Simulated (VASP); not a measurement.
F, 1 atom in the cell. It takes space group Im-3m (No. 229, cubic). Conventional cell: a = 2.749 Å, b = 2.749 Å, c = 2.749 Å, α = 90.00°, β = 90.00°, γ = 90.00°. F (site symmetry m-3m) has 14 F at 2.38 to 2.75 Å within 3.1 Å. 

```yaml
Program: VASP 6.6.1
Task: relaxation of cell and atoms
Functional: PBE
Potentials_or_basis: VASP PAW PBE potentials, release 64 (F)
Cutoff: 600 eV
k_mesh: 18 × 18 × 18
Occupations: fermi-dirac, width 0.08 eV
Spin: no spin polarisation
Target_pressure: -0.82 GPa
Dipole_correction: no
Further_INCAR_settings: ALGO = Normal; EDIFF = 1e-07; IBRION = 2; EDIFFG = -0.005; NSW = 60; ISIF = 3
```

Potentials or basis: VASP PAW PBE potentials, release 64 (F).

Launch:

```bash
$ cat potpaw_PBE.64/F/POTCAR > POTCAR
$ mpirun -np 1 vasp_std > vasp.out
```

Hardware: 1 thread of Intel Xeon 8259CL, on a shared host.

Task: How long does it take, and how much memory?

Result: It took 46 s on 1 thread of Intel Xeon 8259CL, on a shared host, peak memory 0.13 GiB. Counts: scf iterations 24, k points 195, ion steps 3.
